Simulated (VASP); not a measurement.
Input of a VASP 6.6.1 run:

Contents of INCAR:

```
ALGO = Normal ; EDIFF = 1E-7
ENCUT = 520 ; GGA = PE
ISIF = 2 ; ISMEAR = -1
LASPH = True ; LCHARG = True
LELF = True ; LREAL = False
LVHAR = True ; LWAVE = False
NBANDS = 11 ; NELM = 60
PREC = Accurate ; SIGMA = 0.06122561905347299
```

The input KPOINTS:

```
k-points
0
Gamma
  47 47 47
```

POSCAR

```
Pd
1.0
    0.0000000000      2.0097465943      2.0097465943
    2.0097465943      0.0000000000      2.0097465943
    2.0097465943      2.0097465943      0.0000000000
Pd
1
Direct
    0.0000000000      0.0000000000      0.0000000000
```

Potentials or basis: VASP PAW PBE potentials, release 64 (Pd).

Launch:

```console
$ cat potpaw_PBE.64/Pd/POTCAR > POTCAR
$ mpirun -np 1 vasp_std > vasp.out
```

What does it give for the pressure?

-8.4 GPa.

Estimate the band gap on the k mesh.

zero (band 5 reaches 8.48 eV, above the bottom of band 6 at 7.13 eV).
